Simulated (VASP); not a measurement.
# AlFe (P4/mmm) in VASP: single point with PBE

Aim: the single point of AlFe with PBE.

Everything below comes from runs of VASP 6.6.1. Logs are shortened: lines on timing, memory, paths and dates and some standing lists are left out, and cuts for length are marked.

## (1) The cell of the first run

The structure is tetragonal, space group P4/mmm (No. 123). The conventional cell has a = 3.072 Å, b = 3.072 Å, c = 2.611 Å, α = 90.00°, β = 90.00°, γ = 90.00°. Al (site symmetry 4/mmm) has 8 Fe at 2.53 Å and 6 Al at 2.61 to 3.07 Å within 3.3 Å. Fe (site symmetry 4/mmm) has 8 Al at 2.53 Å and 6 Fe at 2.61 to 3.07 Å within 3.3 Å.

## (2) Single point, PBE, collinear spin, ferromagnetic start

INCAR

```
ALGO     = Normal         # electronic algorithm
EDIFF    = 1E-6           # SCF threshold, eV
ENCUT    = 520            # plane-wave cutoff, eV
GGA      = PE             # functional
ISIF     = 2              # what is computed and relaxed
ISMEAR   = 0              # smearing method
ISPIN    = 2              # spin polarisation
LASPH    = T              # aspherical terms in the spheres
LCHARG   = T              # write CHGCAR
LELF     = T              # ELF
LMAXMIX  = 4              # l up to which the mixer works
LORBIT   = 11             # projections on sites
LREAL    = F              # projectors in reciprocal space
LVHAR    = T            
LWAVE    = F              # write WAVECAR
MAGMOM   = 0 0.85         # initial moments
NBANDS   = 16             # bands
NELM     = 150            # most SCF steps
PREC     = Accurate       # precision mode
SIGMA    = 0.15           # smearing width, eV
```

KPOINTS

```
k-points
0
Gamma
  18 18 18
```

POSCAR

```
AlFe
1.0
    3.0719915287      0.0000000000      0.0000000000
    0.0000000000      3.0719915287      0.0000000000
    0.0000000000      0.0000000000      2.6111927994
Al Fe
1 1
Direct
    0.0000000000      0.0000000000      0.0000000000
    0.5000000000      0.5000000000      0.5000000000
```

Potentials or basis: VASP PAW PBE potentials, release 64 (Al, Fe).

Launch:

```sh
> cat potpaw_PBE.64/Al/POTCAR potpaw_PBE.64/Fe/POTCAR > POTCAR
> mpirun -np 1 vasp_std > vasp.out
```

OUTCAR:

```text
EDIFF = 1E-6
   ENCUT = 520
   GGA = PE
   ISIF = 2
   ISMEAR = 0
   ISPIN = 2
   LASPH = T
   LORBIT = 11
   LREAL = F
   NELM = 150
   PREC = Accurate

 ion  position               nearest neighbor table
   1  0.000  0.000  0.000-   2 2.53   2 2.53   2 2.53   2 2.53   2 2.53   2 2.53   2 2.53   2 2.53

   2  0.500  0.500  0.500-   1 2.53   1 2.53   1 2.53   1 2.53   1 2.53   1 2.53   1 2.53   1 2.53

  LATTYP: Found a simple tetragonal cell.
 ALAT       =     3.0719915287
 C/A-ratio  =     0.8500000000

  Lattice vectors:

 A1 = (   3.0719915287,   0.0000000000,   0.0000000000)
 A2 = (   0.0000000000,   3.0719915287,   0.0000000000)
 A3 = (   0.0000000000,   0.0000000000,   2.6111927994)

Analysis of symmetry for initial positions (statically):
=====================================================================
 Subroutine PRICEL returns:
 Original cell was already a primitive cell.

 Routine SETGRP: Setting up the symmetry group for a
 simple tetragonal supercell.

 Subroutine GETGRP returns: Found 16 space group operations
 (whereof 16 operations were pure point group operations)
 out of a pool of 16 trial point group operations.

The static configuration has the point symmetry D_4h.

Analysis of symmetry for dynamics (positions and initial velocities):
=====================================================================
 Subroutine PRICEL returns:
 Original cell was already a primitive cell.

 Routine SETGRP: Setting up the symmetry group for a
 simple tetragonal supercell.

 Subroutine GETGRP returns: Found 16 space group operations
 (whereof 16 operations were pure point group operations)
 out of a pool of 16 trial point group operations.

The dynamic configuration has the point symmetry D_4h.

Analysis of structural, dynamic, and magnetic symmetry:
=====================================================================
 Subroutine PRICEL returns:
 Original cell was already a primitive cell.

 Routine SETGRP: Setting up the symmetry group for a
 simple tetragonal supercell.

 Subroutine GETGRP returns: Found 16 space group operations
 (whereof 16 operations were pure point group operations)
 out of a pool of 16 trial point group operations.

The overall configuration has the point symmetry D_4h.

 Subroutine INISYM returns: Found 16 space group operations
 (whereof 16 operations are pure point group operations),
 and found     1 'primitive' translations
[... 117 lines left out ...]
  Fermi-wavevector in a.u.,A,eV,Ry     =   1.251160  2.364349 21.298567  1.565401
  Thomas-Fermi vector in A             =   2.385120
   LORBIT       =     11    0 simple, 1 ext, 2 COOP (PROOUT), +10 PAW based schemes
   GGA     = PE    functional components
   LHFCALC =     F    Hartree Fock is set to
   AEXX    =    0.0000 exact exchange contribution
   IVDW    =     0    specifies the selected vdW correction
   LEPSILON=     F    determine dielectric tensor
   LRPA    =     F    only Hartree local field effects (RPA)
 spin polarized calculation
 Gauss-broadening in eV      SIGMA  =   0.15
  energy-cutoff  :      520.00
  volume of cell :       24.64
 maximum number of plane-waves:       685
 NGX is ok and might be reduce to    24
   NGX = 11   NGY = 11   NGZ =  9

 number of electron      10.9999999 magnetization       1.3726247

 Free energy of the ion-electron system (eV)
  ---------------------------------------------------
  ext. energy  EPLUGINS =         0.00000000
  ---------------------------------------------------
  free energy    TOTEN  =       -12.52081550 eV

  energy without entropy =      -12.49934568  energy(sigma->0) =      -12.51008059

 E-fermi :   7.9532     XC(G=0): -11.9632

 val. band max:        7.9526344820   @ k =   0.0556   0.0556   0.2778
 cond. band min:       7.9535314794   @ k =   0.0556   0.0556   0.2222
 fundamental gap:      0.0008969974
 Fermi energy:         7.9532072085

 spin component 1

 k-point     1 :       0.0000    0.0000    0.0000
  band No.  band energies     occupation
      1      -2.5734      1.00000
      2       4.8028      1.00000
      3       5.0044      1.00000
      4       6.8799      1.00000
      5       7.0640      1.00000
      6       7.0640      1.00000
[... 435 lines left out ...]
      5       6.7622      1.00000
      6       7.0591      1.00000
[... 8 lines left out ...]
     15      27.7654      0.00000
     16      28.6310      0.00000

 [... further k-points ...]

 spin component 2

 k-point     1 :       0.0000    0.0000    0.0000
  band No.  band energies     occupation
      1      -2.5842      1.00000
      2       5.7960      1.00000
      3       5.9251      1.00000
      4       7.8296      0.87797
      5       8.8276      0.00000
      6       8.8276      0.00000
[... 435 lines left out ...]
      5       8.4468      0.00000
      6       8.8221      0.00000
[... 8 lines left out ...]
     15      27.9298      0.00000
     16      28.6406      0.00000

 [... further k-points ...]

------------------------ aborting loop because EDIFF is reached ----------------------------------------

  FORCE on cell =-STRESS in cart. coord.  units (eV):
  Direction    XX          YY          ZZ          XY          YZ          ZX
  --------------------------------------------------------------------------------------
  -------------------------------------------------------------------------------------
  Total       -0.5688609     -0.5688609      1.3809813      0.0000000      0.0000000      0.0000000
  in kB      -36.9860261    -36.9860261     89.7882294      0.0000000      0.0000000      0.0000000
  external PRESSURE =       5.2720591 kB  Pullay stress =       0.0000000 kB

 VOLUME and BASIS-vectors are now :
 -----------------------------------------------------------------------------
  energy-cutoff  :      520.00
  volume of cell :       24.64
      direct lattice vectors                 reciprocal lattice vectors
     3.071991529  0.000000000  0.000000000     0.325521731  0.000000000  0.000000000
     0.000000000  3.071991529  0.000000000     0.000000000  0.325521731  0.000000000
     0.000000000  0.000000000  2.611192799     0.000000000  0.000000000  0.382966742

 POSITION                                       TOTAL-FORCE (eV/Angst)
 -----------------------------------------------------------------------------------
      0.00000      0.00000      0.00000         0.000000      0.000000      0.000000
      1.53600      1.53600      1.30560         0.000000      0.000000      0.000000
 -----------------------------------------------------------------------------------
    total drift:                                0.000000     -0.000000     -0.000000

  FREE ENERGIE OF THE ION-ELECTRON SYSTEM (eV)
  ---------------------------------------------------
  free  energy   TOTEN  =       -12.5208154999 eV

  energy  without entropy=      -12.4993456767  energy(sigma->0) =      -12.51008059

 total charge

# of ion       s       p       d       tot
------------------------------------------
    1        0.401   0.430   0.000   0.830
    2        0.434   0.487   6.418   7.340
--------------------------------------------------
tot          0.835   0.917   6.418   8.170

 magnetization (x)

# of ion       s       p       d       tot
------------------------------------------
    1       -0.013  -0.027   0.000  -0.040
    2        0.009   0.003   1.453   1.465
--------------------------------------------------
tot         -0.004  -0.024   1.453   1.425
```

OSZICAR:

```text
N       E                     dE             d eps       ncg     rms          rms(c)
DAV:   1     0.296067116314E+02    0.29607E+02   -0.42499E+03 35648   0.652E+02
DAV:   2    -0.129703858436E+02   -0.42577E+02   -0.37917E+02 40872   0.138E+02
DAV:   3    -0.143929321365E+02   -0.14225E+01   -0.14090E+01 43696   0.268E+01
DAV:   4    -0.144128349332E+02   -0.19903E-01   -0.19897E-01 43200   0.285E+00
[... 12 lines left out ...]
DAV:  17    -0.125207906260E+02   -0.16300E-03   -0.14543E-03 51296   0.288E-01    0.313E-02
DAV:  18    -0.125208153992E+02   -0.24773E-04   -0.10970E-04 49992   0.788E-02    0.100E-02
DAV:  19    -0.125208140696E+02    0.13296E-05   -0.89245E-06 38968   0.229E-02    0.109E-02
DAV:  20    -0.125208154477E+02   -0.13781E-05   -0.45732E-06 22776   0.178E-02    0.343E-03
DAV:  21    -0.125208154999E+02   -0.52237E-07   -0.23450E-07 19240   0.369E-03
   1 F= -.12520815E+02 E0= -.12510081E+02  d E =-.214698E-01  mag=     1.3731
```

Wall time 4.3 min (1 thread of Intel Xeon Platinum 8259CL at 2.50GHz (Skylake/Cascade Lake), shared host); peak memory 0.42 GiB.

Results:

```yaml
Free_energy: -12.5208 eV
Pressure: 0.5 GPa
Net_moment: 1.37 μB per cell
Site_moments: Al -0.04; Fe +1.47 μB
Valence_electrons_inside_the_program's_atomic_spheres: Al 0.83; Fe 7.34
```
